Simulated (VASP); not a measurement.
Write the native input for VASP 6.6.1 that does the following.

```
Task                   : single point
Functional             : LDA
Potentials or basis    : VASP PAW LDA potentials, release 64 (C)
Cutoff                 : 520 eV
k mesh                 : 8 × 8 × 3
Occupations            : fermi-dirac, width 0.1 eV
Spin                   : no spin polarisation
Dipole correction      : no
Further INCAR settings : ALGO = Normal; EDIFF = 1e-06; NBANDS = 16
```

The structure of C lies in POSCAR:

```
C
1.0
    2.4561140000      0.0000000000      0.0000000000
   -1.2280744483      2.1270470447      0.0000000000
    0.0000000000      0.0000000000      7.1732680000
C
4
Direct
    0.0833790000      0.9166210000      0.7531380000
    0.5833790000      0.4166210000      0.2468620000
    0.9166210000      0.0833790000      0.2468620000
    0.4166210000      0.5833790000      0.7531380000
```

These files were run (other wordings do the same):

INCAR

```
SYSTEM = C
  PREC = Accurate
  ENCUT = 520
  EDIFF = 1E-6
  ISMEAR = -1
  SIGMA = 0.1
  LREAL = .False.
  LASPH = .True.
  NELM = 60
  ALGO = Normal
  ISIF = 2
  LWAVE = .False.
  LCHARG = .False.
  GGA = CA
  NBANDS = 16
```

KPOINTS

```
Automatic mesh
0
Gamma
  8 8 3
  0 0 0
```

Potentials or basis: VASP PAW LDA potentials, release 64 (C).

Launch:

```bash
$ cat potpaw_LDA.64/C/POTCAR > POTCAR
$ mpirun -np 1 vasp_std > vasp.out
```

Results of the run:

* Pressure: -3.2 GPa
* Largest force: 0.049 eV/Å
* Band gap on the k mesh: 1.31 eV

Run time: 8.3 s on 1 thread of Intel(R) Xeon(R) 6975P-C (Granite Rapids) (shared host), peak memory 0.13 GiB.
